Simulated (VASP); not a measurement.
# Si (I4/mmm) in VASP: notebook, part 3 of 3

VASP 6.6.1. Earlier steps stand in the parts before.

### 4 Single point, r2SCAN (strain +0.030 along x and y, +0.015 along z)

Contents of POSCAR:

```
Si
1.0
   -1.6757223779      1.6757223779      1.3401347978
    1.6757223779     -1.6757223779      1.3401347978
    1.6757223779      1.6757223779     -1.3401347978
Si
1
Direct
    0.0000000000      0.0000000000      0.0000000000
```

Contents of INCAR.step1:

```
PREC = Accurate
ENCUT = 520
ISMEAR = 0
SIGMA = 0.15
LREAL = F
LASPH = T
NELM = 80
NBANDS = 8
GGA = PE
ALGO = Normal
EDIFF = 1E-4
LWAVE = T
LCHARG = F
```

Contents of INCAR.step2:

```
PREC = Accurate
ENCUT = 520
EDIFF = 1E-7
ISMEAR = 0
SIGMA = 0.15
LREAL = F
LASPH = T
NELM = 80
ALGO = Normal
ISIF = 2
LWAVE = F
LCHARG = F
METAGGA = R2SCAN
LMIXTAU = T
NBANDS = 8
ISTART = 1
```

Contents of KPOINTS:

```
Automatic mesh
0
Gamma
  22 22 22
```

Potentials or basis: VASP PAW PBE potentials, release 64 (Si).

Command:

```sh
> cat potpaw_PBE.64/Si/POTCAR > POTCAR
> cp INCAR.step1 INCAR
> mpirun -np 1 vasp_std > vasp.out
> cp INCAR.step2 INCAR
> mpirun -np 1 vasp_std > vasp.out
```

OUTCAR:

```text
PREC = Accurate
   ENCUT = 520
   EDIFF = 1E-7
   ISMEAR = 0
   LREAL = F
   LASPH = T
   NELM = 80
   ISIF = 2
   METAGGA = R2SCAN
   ISTART = 1

 ion  position               nearest neighbor table
   1  0.000  0.000  0.000-

  LATTYP: Found a body centered tetragonal cell.
 ALAT       =     3.3514447558
 C/A-ratio  =     0.7997355740

  Lattice vectors:

 A1 = (  -1.6757223779,   1.6757223779,   1.3401347978)
 A2 = (   1.6757223779,  -1.6757223779,   1.3401347978)
 A3 = (   1.6757223779,   1.6757223779,  -1.3401347978)

Analysis of symmetry for initial positions (statically):
=====================================================================
 Subroutine PRICEL returns:
 Original cell was already a primitive cell.

 Routine SETGRP: Setting up the symmetry group for a
 body centered tetragonal supercell.

 Subroutine GETGRP returns: Found 16 space group operations
 (whereof 16 operations were pure point group operations)
 out of a pool of 16 trial point group operations.

The static configuration has the point symmetry D_4h.

Analysis of symmetry for dynamics (positions and initial velocities):
=====================================================================
 Subroutine PRICEL returns:
 Original cell was already a primitive cell.

 Routine SETGRP: Setting up the symmetry group for a
 body centered tetragonal supercell.

 Subroutine GETGRP returns: Found 16 space group operations
 (whereof 16 operations were pure point group operations)
 out of a pool of 16 trial point group operations.

The dynamic configuration has the point symmetry D_4h.

 Subroutine INISYM returns: Found 16 space group operations
 (whereof 16 operations are pure point group operations),
 and found     1 'primitive' translations

----------------------------------------------------------------------------------------

                                     Primitive cell

  volume of cell :      15.0526

  direct lattice vectors                    reciprocal lattice vectors
    -1.675722378  1.675722378  1.340134798     0.000000000  0.298378781  0.373096797
     1.675722378 -1.675722378  1.340134798     0.298378781  0.000000000  0.373096797
     1.675722378  1.675722378 -1.340134798     0.298378781  0.298378781  0.000000000

  length of vectors
     2.722508448  2.722508448  2.722508448     0.477735404  0.477735404  0.421971318

  position of ions in fractional coordinates (direct lattice)
     0.000000000  0.000000000  0.000000000

  ion indices of the primitive-cell ions
   primitive index   ion index
                 1           1

----------------------------------------------------------------------------------------

 KPOINTS: Automatic mesh

Automatic generation of k-mesh.
 Grid dimensions read from file:
 generate k-points for:   22   22   22

 Generating k-lattice:

  Cartesian coordinates                     Fractional coordinates (reciprocal lattice)
     0.000000000  0.013562672  0.016958945     0.045454545  0.000000000 -0.000000000
     0.013562672  0.000000000  0.016958945     0.000000000  0.045454545 -0.000000000
     0.013562672  0.013562672  0.000000000     0.000000000  0.000000000  0.045454545

  Length of vectors
     0.021715246  0.021715246  0.019180514

  Shift w.r.t. Gamma in fractional coordinates (k-lattice)
     0.000000000  0.000000000  0.000000000

 Subroutine IBZKPT returns following result:
 ===========================================

 Found    834 irreducible k-points:

 Following reciprocal coordinates:
            Coordinates               Weight
  0.000000  0.000000  0.000000      1.000000
  0.045455  0.000000 -0.000000      8.000000
  0.090909  0.000000 -0.000000      8.000000
  0.136364  0.000000  0.000000      8.000000
  0.181818 -0.000000  0.000000      8.000000
  0.227273  0.000000 -0.000000      8.000000
[... 16 lines left out ...]
  0.500000  0.045455  0.000000     16.000000
 -0.454545  0.045455  0.000000     16.000000
 [... further k-points ...]
   k-points           NKPTS =    834   k-points in BZ     NKDIM =    834   number of bands    NBANDS=      8
   number of dos      NEDOS =    301   number of ions     NIONS =      1
   total plane-waves  NPLWV =   8000
   dimension x,y,z NGX =    20 NGY =   20 NGZ =   20
   dimension x,y,z NGXF=    40 NGYF=   40 NGZF=   40
   ions per type =               1
   NGX,Y,Z   is equivalent  to a cutoff of  12.21, 12.21, 12.21 a.u.
   NGXF,Y,Z  is equivalent  to a cutoff of  24.43, 24.43, 24.43 a.u.
 SYSTEM =  unknown system
   PREC   = accura    normal or accurate (medium, high low for compatibility)
   ISTART =      1    job   : 0-new  1-cont  2-samecut
   ICHARG =      0    charge: 1-file 2-atom 10-const
   ISPIN  =      1    spin polarized calculation?
   LNONCOLLINEAR =      F non collinear calculations
   LSORBIT =      F    spin-orbit coupling
   LASPH  =      T    aspherical Exc in radial PAW
   ENCUT  =  520.0 eV  38.22 Ry    6.18 a.u.   5.06  5.06  5.06*2*pi/ulx,y,z
   NELM   =     80;   NELMIN=  2; NELMDL=  0     # of ELM steps
   EDIFF  = 0.1E-06   stopping-criterion for ELM
   LREAL  =      F    real-space projection
   EDIFFG = 0.1E-05   stopping-criterion for IOM
   NSW    =      0    number of steps for IOM
   IBRION =     -1    ionic relax: 0-MD 1-quasi-New 2-CG
   NFREE  =      0    steps in history (QN), initial steepest desc. (CG)
   ISIF   =      2    stress and relaxation
   ISYM   =      2    0-nonsym 1-usesym 2-fastsym
   POTIM  = 0.5000    time-step for ionic-motion
   TEBEG  =    0.0;   TEEND  =   0.0 temperature during run
   PSTRESS=    0.0 pullay stress
   NELECT =       4.0000    total number of electrons
   NUPDOWN=      -1.0000    fix difference up-down
   EMIN   =  10.00;   EMAX   =-10.00  energy-range for DOS
   EFERMI =   0.00;   METHOD = LEGACY
   ISMEAR =     0;   SIGMA  =   0.15  broadening in eV -4-tet -1-fermi 0-gaus
   EFERMI_NEDOS =   21; number of points for ismear=-14 and -15
   IALGO  =     38    algorithm
   IMIX   =      4    mixing-type and parameters
     AMIX     =   0.40;   BMIX     =  1.00
     AMIX_MAG =   1.60;   BMIX_MAG =  1.00
  volume/ion in A,a.u.               =      15.05       101.58
  Fermi-wavevector in a.u.,A,eV,Ry     =   1.052504  1.988945 15.072067  1.107766
  Thomas-Fermi vector in A             =   2.187590
   LORBIT       =      0    0 simple, 1 ext, 2 COOP (PROOUT), +10 PAW based schemes
   METAGGA = R2SCAN    functional components
   LHFCALC =     F    Hartree Fock is set to
   AEXX    =    0.0000 exact exchange contribution
   IVDW    =     0    specifies the selected vdW correction
   LEPSILON=     F    determine dielectric tensor
   LRPA    =     F    only Hartree local field effects (RPA)
 non-spin polarized calculation
 Gauss-broadening in eV      SIGMA  =   0.15
  energy-cutoff  :      520.00
  volume of cell :       15.05
 maximum number of plane-waves:       424
   NGX = 11   NGY = 11   NGZ = 11

 number of electron       4.0000000 magnetization

 Free energy of the ion-electron system (eV)
  ---------------------------------------------------
  ext. energy  EPLUGINS =         0.00000000
  ---------------------------------------------------
  free energy    TOTEN  =        -8.07623263 eV

  energy without entropy =       -8.07173817  energy(sigma->0) =       -8.07398540

 E-fermi :   9.6284     XC(G=0): -11.7436

 val. band max:        9.6178572484   @ k =   0.2273   0.2273   0.0455
 cond. band min:       9.6367099986   @ k =  -0.2273  -0.3182   0.2273
 fundamental gap:      0.0188527502
 Fermi energy:         9.6284432825

 k-point     1 :       0.0000    0.0000    0.0000
  band No.  band energies     occupation
      1      -5.2992      2.00000
      2      19.3629      0.00000
      3      19.5027      0.00000
      4      19.5027      0.00000
      5      22.9675      0.00000
      6      23.6558      0.00000
      7      25.5627      0.00000
      8      25.5627      0.00000
[... 243 lines left out ...]
 k-point    24 :      -0.4545    0.0455    0.0000
  band No.  band energies     occupation
      1       1.0657      2.00000
      2       6.0347      2.00000
      3      13.5457      0.00000
      4      15.7009      0.00000
      5      17.3542      0.00000
      6      20.0573      0.00000
      7      28.8384      0.00000
      8      31.7378      0.00000

 [... further k-points ...]

------------------------ aborting loop because EDIFF is reached ----------------------------------------

  FORCE on cell =-STRESS in cart. coord.  units (eV):
  Direction    XX          YY          ZZ          XY          YZ          ZX
  --------------------------------------------------------------------------------------
  -------------------------------------------------------------------------------------
  Total       -0.4499622     -0.4499622     -0.6723430      0.0000000      0.0000000      0.0000000
  in kB      -47.8932209    -47.8932209    -71.5630533      0.0000000      0.0000000      0.0000000
  external PRESSURE =     -55.7831650 kB  Pullay stress =       0.0000000 kB

 VOLUME and BASIS-vectors are now :
 -----------------------------------------------------------------------------
  energy-cutoff  :      520.00
  volume of cell :       15.05
      direct lattice vectors                 reciprocal lattice vectors
    -1.675722378  1.675722378  1.340134798     0.000000000  0.298378781  0.373096797
     1.675722378 -1.675722378  1.340134798     0.298378781  0.000000000  0.373096797
     1.675722378  1.675722378 -1.340134798     0.298378781  0.298378781  0.000000000

 POSITION                                       TOTAL-FORCE (eV/Angst)
 -----------------------------------------------------------------------------------
      0.00000      0.00000      0.00000         0.000000     -0.000000      0.000000
 -----------------------------------------------------------------------------------
    total drift:                                0.000000      0.000000      0.000000

  FREE ENERGIE OF THE ION-ELECTRON SYSTEM (eV)
  ---------------------------------------------------
  free  energy   TOTEN  =        -8.0762326278 eV

  energy  without entropy=       -8.0717381699  energy(sigma->0) =       -8.07398540
```

OUTCAR.step1:

```text
PREC = Accurate
   ENCUT = 520
   ISMEAR = 0
   LREAL = F
   LASPH = T
[... 480 lines left out ...]

 POSITION                                       TOTAL-FORCE (eV/Angst)
 -----------------------------------------------------------------------------------
      0.00000      0.00000      0.00000         0.000000      0.000000     -0.000000
 -----------------------------------------------------------------------------------
    total drift:                                0.000000      0.000000     -0.000000

  FREE ENERGIE OF THE ION-ELECTRON SYSTEM (eV)
  ---------------------------------------------------
  free  energy   TOTEN  =        -4.9378498751 eV

  energy  without entropy=       -4.9331911887  energy(sigma->0) =       -4.93552053
```

It took 5 min on 1 thread of Intel Xeon Platinum 8375C at 2.90GHz (Ice Lake), shared host; peak memory 0.19 GiB.

Results:

```yaml
Free_energy: -8.0762 eV
Pressure: -5.6 GPa
Band_gap_on_the_k_mesh: zero (bands 2 and 3 overlap by 13.50 eV)
```

Caveat: the cell differs from its parent crystal (strain +0.030 along x and y, +0.015 along z); the cell stands under tension; the PAW data sets were made with another functional, which shifts forces and pressure a little.

### 5 Single point, r2SCAN (strain +0.030 along x and y, +0.030 along z)

Contents of POSCAR:

```
Si
1.0
   -1.6757223779      1.6757223779      1.3599397455
    1.6757223779     -1.6757223779      1.3599397455
    1.6757223779      1.6757223779     -1.3599397455
Si
1
Direct
    0.0000000000      0.0000000000      0.0000000000
```

Contents of INCAR.step1:

```
SYSTEM = Si
PREC     = Accurate       ! precision mode
ENCUT    = 520            ! plane-wave cutoff, eV
ISMEAR   = 0              ! smearing method
SIGMA    = 0.15           ! smearing width, eV
LREAL    = .False.        ! projectors in reciprocal space
LASPH    = .True.         ! aspherical terms in the spheres
NELM     = 60             ! most SCF steps
NBANDS   = 8              ! bands
GGA      = PE             ! functional
ALGO     = Normal         ! electronic algorithm
EDIFF    = 1E-4           ! SCF threshold, eV
LWAVE    = .True.         ! write WAVECAR
LCHARG   = .False.        ! write CHGCAR
```

Contents of INCAR.step2:

```
SYSTEM = Si
PREC     = Accurate       ! precision mode
ENCUT    = 520            ! plane-wave cutoff, eV
EDIFF    = 1E-6           ! SCF threshold, eV
ISMEAR   = 0              ! smearing method
SIGMA    = 0.15           ! smearing width, eV
LREAL    = .False.        ! projectors in reciprocal space
LASPH    = .True.         ! aspherical terms in the spheres
NELM     = 60             ! most SCF steps
ALGO     = Normal         ! electronic algorithm
ISIF     = 2              ! what is computed and relaxed
LWAVE    = .False.        ! write WAVECAR
LCHARG   = .True.         ! write CHGCAR
METAGGA  = R2SCAN         ! meta-GGA
LMIXTAU  = .True.       
LELF     = .True.         ! ELF
LVHAR    = .True.       
NBANDS   = 8              ! bands
ISTART   = 1
```

Contents of KPOINTS:

```
regular mesh
0
Gamma
  22 22 22
  0 0 0
```

Command:

```sh
> cat potpaw_PBE.64/Si/POTCAR > POTCAR
> cp INCAR.step1 INCAR
> mpirun -np 1 vasp_std > vasp.out
> cp INCAR.step2 INCAR
> mpirun -np 1 vasp_std > vasp.out
```

Wall time 4.6 min (1 thread of Intel Xeon Platinum 8375C at 2.90GHz (Ice Lake), shared host); peak memory 0.19 GiB.

The run converged. Its results:

* Free energy: -8.0650 eV
* Pressure: -6.6 GPa
* Band gap on the k mesh: zero (bands 2 and 3 overlap by 13.69 eV)

Stress tensor (GPa, compression positive):
```
-5.39  0.00  0.00
 0.00 -5.39  0.00
 0.00  0.00 -9.06
```

Levels at points of the mesh, in eV from the Fermi level:
```tsv
k point	band 1	band 2	band 3	band 4	band 5	band 6
(0.00, 0.00, 0.00)	-14.78	9.90	9.91	9.91	13.51	13.58
(0.50, 0.00, 0.00)	-6.40	-6.19	4.67	6.61	6.62	9.46
(0.50, 0.50, 0.00)	-8.71	-7.27	8.89	11.54	11.90	12.04
(0.50, 0.50, 0.50)	-2.45	-2.45	-1.71	1.73	4.16	6.67
```

Caveat: the cell differs from its parent crystal (strain +0.030 along x and y, +0.030 along z); the cell stands under tension; the PAW data sets were made with another functional, which shifts forces and pressure a little.

### 6 Single point, r2SCAN (strain +0.000 along x and y, -0.015 along z)

Contents of POSCAR:

```
Si
1.0
   -1.6269149300      1.6269149300      1.3005249022
    1.6269149300     -1.6269149300      1.3005249022
    1.6269149300      1.6269149300     -1.3005249022
Si
1
Direct
    0.0000000000      0.0000000000      0.0000000000
```

Contents of INCAR.step1:

```
SYSTEM = Si
PREC = Accurate
ENCUT = 520
ISMEAR = 0
SIGMA = 0.15
LREAL = .FALSE.
LASPH = .TRUE.
NELM = 80
NBANDS = 8
GGA = PE
ALGO = Normal
EDIFF = 1E-4
LWAVE = .TRUE.
LCHARG = .FALSE.
```

Contents of INCAR.step2:

```
SYSTEM = Si
PREC = Accurate
ENCUT = 520
EDIFF = 1E-6
ISMEAR = 0
SIGMA = 0.15
LREAL = .FALSE.
LASPH = .TRUE.
NELM = 80
ALGO = Normal
ISIF = 2
LWAVE = .FALSE.
LCHARG = .FALSE.
METAGGA = R2SCAN
LMIXTAU = .TRUE.
NBANDS = 8
ISTART = 1
```

Contents of KPOINTS:

```
Automatic mesh
0
G
  22 22 22
  0 0 0
```

Potentials or basis: VASP PAW PBE potentials, release 64 (Si).

Command:

```sh
> cat potpaw_PBE.64/Si/POTCAR > POTCAR
> cp INCAR.step1 INCAR
> mpirun -np 1 vasp_std > vasp.out
> cp INCAR.step2 INCAR
> mpirun -np 1 vasp_std > vasp.out
```

Run time: 4.4 min. Hardware: 1 thread of Intel Xeon 8259CL, shared host; peak memory 0.18 GiB.

Results (log left out):

| Item | Value |
| --- | --- |
| Free energy | -8.0952 eV |
| Pressure | 1.6 GPa |
| Band gap on the k mesh | zero (bands 2 and 3 overlap by 13.93 eV) |

Stress tensor (GPa, compression positive):
```
1.97 0.00 0.00
0.00 1.97 0.00
0.00 0.00 0.75
```

Levels at points of the mesh, in eV from the Fermi level:
```tsv
k point	band 1	band 2	band 3	band 4	band 5
(0.00, 0.00, 0.00)	-15.81	9.91	10.80	10.80	13.71
(0.50, 0.00, 0.00)	-7.01	-6.28	5.18	6.48	7.06
(0.50, 0.50, 0.00)	-9.19	-8.09	10.26	12.60	12.67
(0.50, 0.50, 0.50)	-2.81	-2.81	-1.56	1.11	5.00
```

Caveat: the cell differs from its parent crystal (strain +0.000 along x and y, -0.015 along z); the PAW data sets were made with another functional, which shifts forces and pressure a little.

### 7 The runs side by side

| cell | gap on the mesh (eV) | pressure (GPa) |
| --- | --- | --- |
| a = 2.713 Å, angles 103.7, 103.7, 121.8°, 1 atom | none | -4.5 |
| a = 2.702 Å, angles 104.7, 104.7, 119.6°, 1 atom | none | -5.0 |
| a = 2.723 Å, angles 104.0, 104.0, 121.0°, 1 atom | none | -5.6 |
| a = 2.732 Å, angles 104.3, 104.3, 120.3°, 1 atom | none | -6.6 |
| a = 2.643 Å, angles 104.0, 104.0, 121.0°, 1 atom | none | 1.6 |

Alike in all rows: task single point; level r2SCAN; potentials or basis VASP PAW PBE potentials, release 64 (Si); no spin polarisation; k mesh 22 × 22 × 22; cutoff (eV) 520; smearing gaussian 0.15 eV.

Caveats: the PAW data sets were made with another functional, which shifts forces and pressure a little; the cell stands under tension (at least some runs).

Total energies depend on the potentials used, so only differences within one code and one set of settings carry meaning.

The gap in the log of VASP goes by the Fermi energy; the results here count the filled bands.